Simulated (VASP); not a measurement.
# GaCo (Pm-3m) in VASP: vibrations by perturbation theory with PBE

Aim: the vibrations by perturbation theory of GaCo with PBE.

Program: VASP 6.6.1. These are calculated values, not measurements. Logs are shortened: lines on timing, memory, paths and dates and some standing lists are left out, and cuts for length are marked.

### 1 The cell of the first run

Symmetry: Pm-3m, No. 221, cubic system. Conventional cell: a = 2.882 Å, b = 2.882 Å, c = 2.882 Å, α = 90.00°, β = 90.00°, γ = 90.00°. Within 3.3 Å of Ga (site symmetry m-3m) lie 8 Co at 2.50 Å and 6 Ga at 2.88 Å. Co (site symmetry m-3m) has 8 Ga at 2.50 Å and 6 Co at 2.88 Å within 3.3 Å.

### 2 Vibrations by perturbation theory, PBE

INCAR reads:

```
SYSTEM = GaCo
PREC = Accurate
ENCUT = 520
EDIFF = 1E-8
ISMEAR = 0
SIGMA = 0.2
LREAL = .FALSE.
LASPH = .TRUE.
NELM = 80
ALGO = Normal
ISIF = 2
LWAVE = .FALSE.
LCHARG = .FALSE.
GGA = PE
NBANDS = 18
IBRION = 8
NSW = 1
```

KPOINTS reads:

```
Automatic mesh
0
G
  20 20 20
  0 0 0
```

POSCAR reads:

```
GaCo
1.0
    2.8820550020      0.0000000000      0.0000000000
    0.0000000000      2.8820550020      0.0000000000
    0.0000000000      0.0000000000      2.8820550020
Ga Co
1 1
Direct
    0.5000000000      0.5000000000      0.5000000000
    0.0000000000      0.0000000000      0.0000000000
```

Potentials or basis: VASP PAW PBE potentials, release 64 (Ga_d, Co).

Launch:

```sh
$ cat potpaw_PBE.64/Ga_d/POTCAR potpaw_PBE.64/Co/POTCAR > POTCAR
$ mpirun -np 1 vasp_std > vasp.out
```

OUTCAR:

```text
SYSTEM = GaCo
   PREC = Accurate
   ENCUT = 520
   EDIFF = 1E-8
   ISMEAR = 0
   LREAL = .FALSE.
   LASPH = .TRUE.
   NELM = 80
   ISIF = 2
   GGA = PE
   IBRION = 8
   NSW = 1

 ion  position               nearest neighbor table
   1  0.500  0.500  0.500-   2 2.50   2 2.50   2 2.50   2 2.50   2 2.50   2 2.50   2 2.50   2 2.50

   2  0.000  0.000  0.000-   1 2.50   1 2.50   1 2.50   1 2.50   1 2.50   1 2.50   1 2.50   1 2.50

  LATTYP: Found a simple cubic cell.
 ALAT       =     2.8820550020

  Lattice vectors:

 A1 = (   2.8820550020,   0.0000000000,   0.0000000000)
 A2 = (   0.0000000000,   2.8820550020,   0.0000000000)
 A3 = (   0.0000000000,   0.0000000000,   2.8820550020)

Analysis of symmetry for initial positions (statically):
=====================================================================
 Subroutine PRICEL returns:
 Original cell was already a primitive cell.

 Routine SETGRP: Setting up the symmetry group for a
 simple cubic supercell.

 Subroutine GETGRP returns: Found 48 space group operations
 (whereof 48 operations were pure point group operations)
 out of a pool of 48 trial point group operations.

The static configuration has the point symmetry O_h .

Analysis of symmetry for dynamics (positions and initial velocities):
=====================================================================
 Subroutine PRICEL returns:
 Original cell was already a primitive cell.

 Routine SETGRP: Setting up the symmetry group for a
 simple cubic supercell.

 Subroutine GETGRP returns: Found 48 space group operations
 (whereof 48 operations were pure point group operations)
 out of a pool of 48 trial point group operations.

The dynamic configuration has the point symmetry O_h .

 Subroutine INISYM returns: Found 48 space group operations
 (whereof 48 operations are pure point group operations),
 and found     1 'primitive' translations

----------------------------------------------------------------------------------------

                                     Primitive cell

  volume of cell :      23.9390

  direct lattice vectors                    reciprocal lattice vectors
     2.882055002  0.000000000  0.000000000     0.346974641  0.000000000  0.000000000
     0.000000000  2.882055002  0.000000000     0.000000000  0.346974641  0.000000000
     0.000000000  0.000000000  2.882055002     0.000000000  0.000000000  0.346974641

  length of vectors
     2.882055002  2.882055002  2.882055002     0.346974641  0.346974641  0.346974641

  position of ions in fractional coordinates (direct lattice)
     0.500000000  0.500000000  0.500000000
     0.000000000  0.000000000  0.000000000

  ion indices of the primitive-cell ions
   primitive index   ion index
                 1           1
                 2           2

----------------------------------------------------------------------------------------

 KPOINTS: Automatic mesh

Automatic generation of k-mesh.
 Grid dimensions read from file:
 generate k-points for:   20   20   20

 Generating k-lattice:

  Cartesian coordinates                     Fractional coordinates (reciprocal lattice)
     0.017348732  0.000000000  0.000000000     0.050000000  0.000000000  0.000000000
[... 77 lines left out ...]
   IMIX   =      4    mixing-type and parameters
     AMIX     =   0.40;   BMIX     =  1.00
     AMIX_MAG =   1.60;   BMIX_MAG =  1.00
  volume/ion in A,a.u.               =      11.97        80.77
  Fermi-wavevector in a.u.,A,eV,Ry     =   1.591647  3.007777 34.468192  2.533341
  Thomas-Fermi vector in A             =   2.690155
   LORBIT       =      0    0 simple, 1 ext, 2 COOP (PROOUT), +10 PAW based schemes
   GGA     = PE    functional components
   LHFCALC =     F    Hartree Fock is set to
   AEXX    =    0.0000 exact exchange contribution
   IVDW    =     0    specifies the selected vdW correction
   LEPSILON=     F    determine dielectric tensor
   LRPA    =     F    only Hartree local field effects (RPA)
 non-spin polarized calculation
 Gauss-broadening in eV      SIGMA  =   0.20
  energy-cutoff  :      520.00
  volume of cell :       23.94
 maximum number of plane-waves:       661
 NGX is ok and might be reduce to    24
   NGX = 11   NGY = 11   NGZ = 11

--------------------------------------- Ionic step        1  -------------------------------------------

 number of electron      22.0000019 magnetization

 Free energy of the ion-electron system (eV)
  ---------------------------------------------------
  ext. energy  EPLUGINS =         0.00000000
  ---------------------------------------------------
  free energy    TOTEN  =       -10.49094795 eV

  energy without entropy =      -10.46582981  energy(sigma->0) =      -10.47838888

 E-fermi :   9.7130     XC(G=0): -13.1652

 val. band max:        9.6966893242   @ k =   0.5000   0.5000   0.2000
 cond. band min:       9.7227714756   @ k =   0.4500   0.3500   0.0000
 fundamental gap:      0.0260821514
 Fermi energy:         9.7130298051

 k-point     1 :       0.0000    0.0000    0.0000
  band No.  band energies     occupation
      1      -5.4380      2.00000
      2      -5.4380      2.00000
      3      -5.0956      2.00000
      4      -5.0956      2.00000
      5      -5.0956      2.00000
      6      -2.3112      2.00000
[... 481 lines left out ...]
      5      -5.0979      2.00000
      6      -1.3724      2.00000
[... 10 lines left out ...]
     17      26.1646      0.00000
     18      26.8019      0.00000

 [... further k-points ...]

------------------------ aborting loop because EDIFF is reached ----------------------------------------

  FORCE on cell =-STRESS in cart. coord.  units (eV):
  Direction    XX          YY          ZZ          XY          YZ          ZX
  --------------------------------------------------------------------------------------
  -------------------------------------------------------------------------------------
  Total        0.0346120      0.0346120      0.0346120      0.0000000      0.0000000     -0.0000000
  in kB        2.3164895      2.3164895      2.3164895      0.0000000      0.0000000     -0.0000000
  external PRESSURE =       2.3164895 kB  Pullay stress =       0.0000000 kB

 VOLUME and BASIS-vectors are now :
 -----------------------------------------------------------------------------
  energy-cutoff  :      520.00
  volume of cell :       23.94
      direct lattice vectors                 reciprocal lattice vectors
     2.882055002  0.000000000  0.000000000     0.346974641  0.000000000  0.000000000
     0.000000000  2.882055002  0.000000000     0.000000000  0.346974641  0.000000000
     0.000000000  0.000000000  2.882055002     0.000000000  0.000000000  0.346974641

 POSITION                                       TOTAL-FORCE (eV/Angst)
 -----------------------------------------------------------------------------------
      1.44103      1.44103      1.44103         0.000000      0.000000      0.000000
      0.00000      0.00000      0.00000         0.000000      0.000000      0.000000
 -----------------------------------------------------------------------------------
    total drift:                                0.000000      0.000000     -0.000000

  FREE ENERGIE OF THE ION-ELECTRON SYSTEM (eV)
  ---------------------------------------------------
  free  energy   TOTEN  =       -10.4909479454 eV

  energy  without entropy=      -10.4658298056  energy(sigma->0) =      -10.47838888

[... ionic steps 2 to 3 ...]

--------------------------------------- Ionic step        4  -------------------------------------------

------------------------ aborting loop because EDIFF is reached ----------------------------------------

[... ionic steps 5 to 6 ...]

--------------------------------------- Ionic step        7  -------------------------------------------

 Free energy of the ion-electron system (eV)
  ---------------------------------------------------
  ---------------------------------------------------
  free energy    TOTEN  =        -0.16800558 eV

  energy without entropy =       -0.16800558

------------------------ aborting loop because EDIFF is reached ----------------------------------------

 INTERNAL STRAIN TENSOR  FOR ION    2  DIRECTION 1   (eV/Angst):
 -----------------------------------------------------------------------------
     0.01426  0.00000 -0.00000
     0.00000  0.01304  0.00000
    -0.00000  0.00000  0.01304

 INTERNAL STRAIN TENSOR FOR ION    2 for displacements in x,y,z  (eV/Angst):
          X           Y           Z          XY          YZ          ZX
  --------------------------------------------------------------------------------
  x     0.00000     0.00000     0.00000     0.00000     0.00000     0.00000
  y     0.00000     0.00000     0.00000     0.00000     0.00000     0.00000
  z     0.00000     0.00000     0.00000     0.00000     0.00000     0.00000

 SECOND DERIVATIVES (NOT SYMMETRIZED)
 ------------------------------------
               1X          1Y          1Z          2X          2Y          2Z
  1X    -6.175907    0.000000    0.000000    6.175907   -0.000000    0.000000
  1Y    -0.000000   -6.175907    0.000000    0.000000    6.175907   -0.000000
  1Z     0.000000    0.000000   -6.175907    0.000000    0.000000    6.175907
  2X     6.141165   -0.000000    0.000000   -6.141165    0.000000   -0.000000
  2Y    -0.000000    6.141165    0.000000    0.000000   -6.141165   -0.000000
  2Z     0.000000    0.000000    6.141165   -0.000000   -0.000000   -6.141165

 Eigenvectors and eigenvalues of the dynamical matrix
 ----------------------------------------------------

   1 f  =    6.864142 THz    43.128674 2PiTHz  228.963120 cm-1    28.387796 meV
             X         Y         Z           dx          dy          dz
      1.441028  1.441028  1.441028    -0.000000   -0.000000   -0.677840
      0.000000  0.000000  0.000000     0.000000   -0.000000    0.735209
[... 21 lines left out ...]
   6 f/i=    0.009649 THz     0.060625 2PiTHz    0.321848 cm-1     0.039904 meV
             X         Y         Z           dx          dy          dz
      1.441028  1.441028  1.441028     0.012815   -0.384568   -0.626479
      0.000000  0.000000  0.000000     0.011815   -0.354560   -0.577594

--------------------------------------------------------------------------------------------------------

 ELASTIC MODULI CONTR FROM IONIC RELAXATION (kBar)
 Direction    XX          YY          ZZ          XY          YZ          ZX
 --------------------------------------------------------------------------------
 XX           0.0000      0.0000      0.0000      0.0000      0.0000      0.0000
 YY           0.0000      0.0000      0.0000      0.0000      0.0000      0.0000
 ZZ           0.0000      0.0000      0.0000      0.0000      0.0000      0.0000
 XY           0.0000      0.0000      0.0000      0.0000      0.0000      0.0000
 YZ           0.0000      0.0000      0.0000      0.0000      0.0000      0.0000
 ZX           0.0000      0.0000      0.0000      0.0000      0.0000      0.0000
 --------------------------------------------------------------------------------
```

It took 5.3 min on 1 thread of Intel Xeon 6975P-C (Granite Rapids), shared host; peak memory 0.72 GiB.

Results:

```
Highest phonon frequency at Γ : 229 cm⁻¹
```

Phonon frequencies in cm⁻¹ (negative: imaginary):
```csv
q point,frequencies
"(0.000, 0.000, 0.000)",0 0 0 229 229 229
```

Caveat: the run has no spin polarisation, though such a crystal can be magnetic. Spin polarisation is off, so any magnetic state and its effect on volume and gap are missing.
